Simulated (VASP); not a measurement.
# Ag (P6_3/mmc) in VASP: single point with r2SCAN

Aim: the single point of Ag with r2SCAN.

Everything below comes from runs of VASP 6.6.1. Logs are shortened: lines on timing, memory, paths and dates and some standing lists are left out, and cuts for length are marked.

## 1. The cell of the first run

The structure is hexagonal, space group P6_3/mmc (No. 194). The conventional cell has a = 2.886 Å, b = 2.886 Å, c = 10.000 Å, α = 90.00°, β = 90.00°, γ = 120.00°. Within 3.8 Å of Ag (site symmetry -6m2) lie 12 Ag at 2.89 to 3.00 Å. Within 3.8 Å of Ag (site symmetry -3m) lie 12 Ag at 2.89 to 3.00 Å.

## 2. Single point, r2SCAN

The input, POSCAR:

```
Ag
1.0
    2.8862000000      0.0000000000      0.0000000000
   -1.4431000000      2.4995230000      0.0000000000
    0.0000000000      0.0000000000     10.0000000000
Ag
4
Direct
    0.3333330000      0.6666670000      0.2500000000
    0.6666670000      0.3333330000      0.7500000000
    0.0000000000      0.0000000000      0.0000000000
    0.0000000000      0.0000000000      0.5000000000
```

The input, INCAR.step1:

```
PREC     = Accurate       # precision mode
ENCUT    = 520            # plane-wave cutoff, eV
ISMEAR   = 1              # smearing method
SIGMA    = 0.1            # smearing width, eV
LREAL    = F              # projectors in reciprocal space
LASPH    = T              # aspherical terms in the spheres
NELM     = 60             # most SCF steps
NBANDS   = 30             # bands
GGA      = PE             # functional
ALGO     = Normal         # electronic algorithm
EDIFF    = 1E-4           # SCF threshold, eV
LWAVE    = T              # write WAVECAR
LCHARG   = F              # write CHGCAR
```

The input, INCAR.step2:

```
PREC     = Accurate       # precision mode
ENCUT    = 520            # plane-wave cutoff, eV
EDIFF    = 1E-7           # SCF threshold, eV
ISMEAR   = 1              # smearing method
SIGMA    = 0.1            # smearing width, eV
LREAL    = F              # projectors in reciprocal space
LASPH    = T              # aspherical terms in the spheres
NELM     = 60             # most SCF steps
ALGO     = Normal         # electronic algorithm
ISIF     = 2              # what is computed and relaxed
LWAVE    = F              # write WAVECAR
LCHARG   = F              # write CHGCAR
METAGGA  = R2SCAN         # meta-GGA
LMIXTAU  = T            
NBANDS   = 30             # bands
ISTART   = 1
```

The input, KPOINTS:

```
regular mesh
0
Gamma
  9 9 3
```

Potentials or basis: VASP PAW PBE potentials, release 64 (Ag).

Started as:

```sh
> cat potpaw_PBE.64/Ag/POTCAR > POTCAR
> cp INCAR.step1 INCAR
> mpirun -np 1 vasp_std > vasp.out
> cp INCAR.step2 INCAR
> mpirun -np 1 vasp_std > vasp.out
```

OUTCAR:

```text
PREC = Accurate
   ENCUT = 520
   EDIFF = 1E-7
   ISMEAR = 1
   LREAL = F
   LASPH = T
   NELM = 60
   ISIF = 2
   METAGGA = R2SCAN
   ISTART = 1

 ion  position               nearest neighbor table
   1  0.333  0.667  0.250-   3 3.00   4 3.00   3 3.00   4 3.00   3 3.00   4 3.00
   2  0.667  0.333  0.750-   3 3.00   4 3.00   3 3.00   4 3.00   3 3.00   4 3.00
   3  0.000  0.000  0.000-   1 3.00   2 3.00   2 3.00   1 3.00   2 3.00   1 3.00
   4  0.000  0.000  0.500-   1 3.00   2 3.00   2 3.00   1 3.00   2 3.00   1 3.00

  LATTYP: Found a hexagonal cell.
 ALAT       =     2.8862000000
 C/A-ratio  =     3.4647633567

  Lattice vectors:

 A1 = (   2.8862000000,   0.0000000000,   0.0000000000)
 A2 = (  -1.4431000000,   2.4995230000,   0.0000000000)
 A3 = (   0.0000000000,   0.0000000000,  10.0000000000)

Analysis of symmetry for initial positions (statically):
=====================================================================
 Subroutine PRICEL returns:
 Original cell was already a primitive cell.

 Routine SETGRP: Setting up the symmetry group for a
 hexagonal supercell.

 Subroutine GETGRP returns: Found 24 space group operations
 (whereof 12 operations were pure point group operations)
 out of a pool of 24 trial point group operations.

The static configuration has the point symmetry D_3d.
 The point group associated with its full space group is D_6h.

Analysis of symmetry for dynamics (positions and initial velocities):
=====================================================================
 Subroutine PRICEL returns:
 Original cell was already a primitive cell.

 Routine SETGRP: Setting up the symmetry group for a
 hexagonal supercell.

 Subroutine GETGRP returns: Found 24 space group operations
 (whereof 12 operations were pure point group operations)
 out of a pool of 24 trial point group operations.

The dynamic configuration has the point symmetry D_3d.
 The point group associated with its full space group is D_6h.

 Subroutine INISYM returns: Found 24 space group operations
 (whereof 12 operations are pure point group operations),
 and found     1 'primitive' translations

----------------------------------------------------------------------------------------

                                     Primitive cell

  volume of cell :      72.1412

  direct lattice vectors                    reciprocal lattice vectors
     2.886200000  0.000000000  0.000000000     0.346476336  0.200038167  0.000000000
    -1.443100000  2.499523000  0.000000000     0.000000000  0.400076335  0.000000000
     0.000000000  0.000000000 10.000000000     0.000000000  0.000000000  0.100000000

  length of vectors
     2.886200000  2.886200415 10.000000000     0.400076392  0.400076335  0.100000000

  position of ions in fractional coordinates (direct lattice)
     0.333333000  0.666667000  0.250000000
     0.666667000  0.333333000  0.750000000
     0.000000000  0.000000000  0.000000000
     0.000000000  0.000000000  0.500000000

  ion indices of the primitive-cell ions
   primitive index   ion index
                 1           1
                 2           2
                 3           3
                 4           4

----------------------------------------------------------------------------------------

 KPOINTS: regular mesh

Automatic generation of k-mesh.
 Grid dimensions read from file:
 generate k-points for:    9    9    3

 Generating k-lattice:

  Cartesian coordinates                     Fractional coordinates (reciprocal lattice)
     0.038497371  0.022226463  0.000000000     0.111111111  0.000000000  0.000000000
     0.000000000  0.044452926  0.000000000     0.000000000  0.111111111  0.000000000
     0.000000000  0.000000000  0.033333333     0.000000000  0.000000000  0.333333333

  Length of vectors
     0.044452932  0.044452926  0.033333333

  Shift w.r.t. Gamma in fractional coordinates (k-lattice)
     0.000000000  0.000000000  0.000000000

 Subroutine IBZKPT returns following result:
 ===========================================

 Found     24 irreducible k-points:

 Following reciprocal coordinates:
            Coordinates               Weight
  0.000000  0.000000  0.000000      1.000000
  0.111111  0.000000  0.000000      6.000000
  0.222222 -0.000000  0.000000      6.000000
  0.333333  0.000000  0.000000      6.000000
  0.444444 -0.000000  0.000000      6.000000
  0.111111  0.111111  0.000000      6.000000
[... 16 lines left out ...]
  0.333333  0.222222  0.333333     24.000000
  0.333333  0.333333  0.333333      4.000000
   k-points           NKPTS =     24   k-points in BZ     NKDIM =     24   number of bands    NBANDS=     30
   number of dos      NEDOS =    301   number of ions     NIONS =      4
   total plane-waves  NPLWV =  46080
   dimension x,y,z NGX =    24 NGY =   24 NGZ =   80
   dimension x,y,z NGXF=    48 NGYF=   48 NGZF=  160
   ions per type =               4
   NGX,Y,Z   is equivalent  to a cutoff of  13.82, 13.82, 13.30 a.u.
   NGXF,Y,Z  is equivalent  to a cutoff of  27.65, 27.65, 26.60 a.u.
 SYSTEM =  unknown system
   PREC   = accura    normal or accurate (medium, high low for compatibility)
   ISTART =      1    job   : 0-new  1-cont  2-samecut
   ICHARG =      0    charge: 1-file 2-atom 10-const
   ISPIN  =      1    spin polarized calculation?
   LNONCOLLINEAR =      F non collinear calculations
   LSORBIT =      F    spin-orbit coupling
   LASPH  =      T    aspherical Exc in radial PAW
   ENCUT  =  520.0 eV  38.22 Ry    6.18 a.u.   5.37  5.37 18.59*2*pi/ulx,y,z
   NELM   =     60;   NELMIN=  2; NELMDL=  0     # of ELM steps
   EDIFF  = 0.1E-06   stopping-criterion for ELM
   LREAL  =      F    real-space projection
   EDIFFG = 0.1E-05   stopping-criterion for IOM
   NSW    =      0    number of steps for IOM
   IBRION =     -1    ionic relax: 0-MD 1-quasi-New 2-CG
   NFREE  =      0    steps in history (QN), initial steepest desc. (CG)
   ISIF   =      2    stress and relaxation
   ISYM   =      2    0-nonsym 1-usesym 2-fastsym
   POTIM  = 0.5000    time-step for ionic-motion
   TEBEG  =    0.0;   TEEND  =   0.0 temperature during run
   PSTRESS=    0.0 pullay stress
   NELECT =      44.0000    total number of electrons
   NUPDOWN=      -1.0000    fix difference up-down
   EMIN   =  10.00;   EMAX   =-10.00  energy-range for DOS
   EFERMI =   0.00;   METHOD = LEGACY
   ISMEAR =     1;   SIGMA  =   0.10  broadening in eV -4-tet -1-fermi 0-gaus
   EFERMI_NEDOS =   21; number of points for ismear=-14 and -15
   IALGO  =     38    algorithm
   IMIX   =      4    mixing-type and parameters
     AMIX     =   0.40;   BMIX     =  1.00
     AMIX_MAG =   1.60;   BMIX_MAG =  1.00
  volume/ion in A,a.u.               =      18.04       121.71
  Fermi-wavevector in a.u.,A,eV,Ry     =   1.388347  2.623594 26.225311  1.927506
  Thomas-Fermi vector in A             =   2.512481
   LORBIT       =      0    0 simple, 1 ext, 2 COOP (PROOUT), +10 PAW based schemes
   METAGGA = R2SCAN    functional components
   LHFCALC =     F    Hartree Fock is set to
   AEXX    =    0.0000 exact exchange contribution
   IVDW    =     0    specifies the selected vdW correction
   LEPSILON=     F    determine dielectric tensor
   LRPA    =     F    only Hartree local field effects (RPA)
 non-spin polarized calculation
 Methfessel and Paxton  Order N= 1 SIGMA  =   0.10
  energy-cutoff  :      520.00
  volume of cell :       72.14
 maximum number of plane-waves:      1993
 NGX is ok and might be reduce to    24
   NGX = 11   NGY = 11   NGZ = 37

 number of electron      43.9999998 magnetization

 Free energy of the ion-electron system (eV)
  ---------------------------------------------------
  ext. energy  EPLUGINS =         0.00000000
  ---------------------------------------------------
  free energy    TOTEN  =       -85.37263735 eV

  energy without entropy =      -85.36980563  energy(sigma->0) =      -85.37169344

 E-fermi :   7.6555     XC(G=0): -12.5777

 val. band max:        7.6387056224   @ k =   0.3333   0.1111   0.0000
 cond. band min:       7.6936457821   @ k =   0.1111   0.1111   0.3333
 fundamental gap:      0.0549401597
 Fermi energy:         7.6555079305

 k-point     1 :       0.0000    0.0000    0.0000
  band No.  band energies     occupation
      1       0.1392      2.00000
      2       1.2308      2.00000
      3       1.2461      2.00000
      4       1.2470      2.00000
      5       2.5044      2.00000
      6       2.7513      2.00000
[... 22 lines left out ...]
     29      24.1045      0.00000
     30      25.0736      0.00000

 k-point     2 :       0.1111    0.0000    0.0000
  band No.  band energies     occupation
      1       0.4901      2.00000
      2       1.4387      2.00000
      3       1.5396      2.00000
      4       1.5417      2.00000
      5       2.5508      2.00000
      6       2.5758      2.00000
[... 22 lines left out ...]
     29      23.6792      0.00000
     30      23.8165      0.00000

 k-point     3 :       0.2222   -0.0000    0.0000
  band No.  band energies     occupation
      1       1.3156      2.00000
      2       1.6945      2.00000
      3       1.9031      2.00000
      4       1.9938      2.00000
      5       2.2128      2.00000
      6       2.2631      2.00000
[... 22 lines left out ...]
     29      20.2491      0.00000
     30      20.2988      0.00000

 k-point     4 :       0.3333    0.0000    0.0000
  band No.  band energies     occupation
      1       1.4792      2.00000
      2       1.5121      2.00000
      3       1.5718      2.00000
      4       1.8045      2.00000
      5       1.9322      2.00000
      6       2.1812      2.00000
[... 616 lines left out ...]
     29      16.3723      0.00000
     30      17.6589      0.00000

 k-point    23 :       0.3333    0.2222    0.3333
  band No.  band energies     occupation
      1       1.7662      2.00000
      2       1.8270      2.00000
      3       1.9906      2.00000
      4       1.9975      2.00000
      5       2.1197      2.00000
      6       2.1607      2.00000
[... 22 lines left out ...]
     29      15.2602      0.00000
     30      16.3019      0.00000

 k-point    24 :       0.3333    0.3333    0.3333
  band No.  band energies     occupation
      1       1.9310      2.00000
      2       1.9310      2.00000
      3       2.1235      2.00000
      4       2.2496      2.00000
      5       2.3354      2.00000
      6       2.3354      2.00000
[... 22 lines left out ...]
     29      14.3683      0.00000
     30      15.8804      0.00000

------------------------ aborting loop because EDIFF is reached ----------------------------------------

  FORCE on cell =-STRESS in cart. coord.  units (eV):
  Direction    XX          YY          ZZ          XY          YZ          ZX
  --------------------------------------------------------------------------------------
  -------------------------------------------------------------------------------------
  Total       -0.7030434     -0.7030437     -3.1975663      0.0000000      0.0000000      0.0000000
  in kB      -15.6138201    -15.6138260    -71.0144251      0.0000000      0.0000000      0.0000000
  external PRESSURE =     -34.0806904 kB  Pullay stress =       0.0000000 kB

 VOLUME and BASIS-vectors are now :
 -----------------------------------------------------------------------------
  energy-cutoff  :      520.00
  volume of cell :       72.14
      direct lattice vectors                 reciprocal lattice vectors
     2.886200000  0.000000000  0.000000000     0.346476336  0.200038167  0.000000000
    -1.443100000  2.499523000  0.000000000     0.000000000  0.400076335  0.000000000
     0.000000000  0.000000000 10.000000000     0.000000000  0.000000000  0.100000000

 POSITION                                       TOTAL-FORCE (eV/Angst)
 -----------------------------------------------------------------------------------
     -0.00000      1.66635      2.50000        -0.000000      0.000000      0.000000
      1.44310      0.83317      7.50000         0.000000     -0.000000      0.000000
      0.00000      0.00000      0.00000        -0.000000     -0.000000      0.000000
      0.00000      0.00000      5.00000        -0.000000     -0.000000      0.000000
 -----------------------------------------------------------------------------------
    total drift:                                0.000000     -0.000000      0.000000

  FREE ENERGIE OF THE ION-ELECTRON SYSTEM (eV)
  ---------------------------------------------------
  free  energy   TOTEN  =       -85.3726373514 eV

  energy  without entropy=      -85.3698056315  energy(sigma->0) =      -85.37169344
```

It took 2.1 min on 1 thread of Intel Xeon Platinum 8488C (Sapphire Rapids), shared host; peak memory 0.22 GiB.

Results:

```
Free energy            : -85.3726 eV
Pressure               : -3.4 GPa
Band gap on the k mesh : zero (band 22 reaches 11.40 eV, above the bottom of band 23 at 4.28 eV)
```

Levels at points of the mesh, in eV from the Fermi level:
```
           k point  band 19  band 20  band 21  band 22  band 23  band 24  band 25  band 26  band 27  band 28
(0.00, 0.00, 0.00)    -3.76    -3.64    -3.64    -3.33    -3.33    -0.55     2.63     9.88     9.88    16.25
```

Caveat: the PAW data sets were made with another functional, which shifts forces and pressure a little.
